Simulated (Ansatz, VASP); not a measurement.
GaN: VASP beside Ansatz

```
Ga N
1.0
    -0.01992    1.98254    1.98254
     1.98254   -0.01992    1.98254
     1.98254    1.98254   -0.01992
Ga N
1 1
Direct
  0.50000 0.50000 0.50000
  0.00000 0.00000 0.00000
```

Change from the starting cell: equal xy, yz and zx shear strains of -1 %, crystal datasets.

Alike in both runs: task electric field gradients; functional PBEsol; k mesh 13 × 13 × 13; occupations fermi-dirac, width 0.02 eV; no spin polarisation.

|  | VASP | Ansatz |
| --- | --- | --- |
| version | VASP 6.6.1 | Ansatz 0.2.0 |
| potentials or method | VASP PAW PBE potentials, release 64 (Ga_d, N), cutoff 520 eV | all-electron PAW with datasets made for the crystal, scalar-relativistic |

|  | VASP | Ansatz | Ansatz less VASP |
| --- | --- | --- | --- |
| gap on the k mesh at the Fermi level (eV) | 1.77 | 1.78 | +0.013 |
| pressure (GPa) | 59.5 | 58.8 | -0.67 |
| traceless stress, the component that is largest in VASP (GPa) | 2.62 | 2.62 | +0.004 |
| size of Vzz on the site where it differs most (V/Å²) | 2.1 | 3.3 | +1.13 |

VASP's potentials were made for PBE, not for PBEsol. Both programs put the cell under a high pressure, so it lies far from rest at this level. Ansatz ran all-electron here, and VASP with PAW potentials.
